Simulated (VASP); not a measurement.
Write the native input for VASP 6.6.1 that does the following.

- Task: single point
- Functional: PBEsol
- Potentials or basis: VASP PAW PBE potentials, release 64 (Si, Ge_d)
- Cutoff: 520 eV
- k mesh: 6 × 6 × 6
- Occupations: gaussian, width 0.03 eV
- Spin: no spin polarisation
- Dipole correction: no
- Further INCAR settings: ALGO = Normal; EDIFF = 1e-07; NBANDS = 31

The structure of Si7Ge lies in POSCAR:

```
Si7Ge
1.0
    5.5956562302      0.0000000000      0.0000000000
    0.0000000000      5.5956562302      0.0000000000
    0.0000000000      0.0000000000      5.7321356505
Si Ge
7 1
Direct
    0.2525976818      0.2525976818      0.2525976818
    0.0000000000      0.5000000000      0.5000000000
    0.5000000000      0.5000000000      0.0000000000
    0.5000000000      0.0000000000      0.5000000000
    0.7474023182      0.2525976818      0.7474023182
    0.7474023182      0.7474023182      0.2525976818
    0.2525976818      0.7474023182      0.7474023182
    0.0000000000      0.0000000000      0.0000000000
```

This cell differs from its parent crystal: strain +0.025 along x and y, +0.050 along z.

The input as run:

INCAR

```
PREC = Accurate
ENCUT = 520
EDIFF = 1E-7
ISMEAR = 0
SIGMA = 0.03
LREAL = False
LASPH = True
NELM = 80
ALGO = Normal
ISIF = 2
LWAVE = False
LCHARG = False
GGA = PS
NBANDS = 31
```

KPOINTS

```
regular mesh
0
Gamma
  6 6 6
```

Potentials or basis: VASP PAW PBE potentials, release 64 (Si, Ge_d).

Launch:

```bash
$ cat potpaw_PBE.64/Si/POTCAR potpaw_PBE.64/Ge_d/POTCAR > POTCAR
$ mpirun -np 1 vasp_std > vasp.out
```

It gave:

| Property | Result |
| --- | --- |
| Pressure | -7.1 GPa |
| Largest force | 0.005 eV/Å |
| Band gap on the k mesh | 0.38 eV, direct |

Caveat: the cell differs from its parent crystal (strain +0.025 along x and y, +0.050 along z); the PAW data sets were made with another functional, which shifts forces and pressure a little.

It took 110 s on 1 thread of Intel(R) Xeon(R) 6975P-C (Granite Rapids) (shared host), peak memory 0.38 GiB.
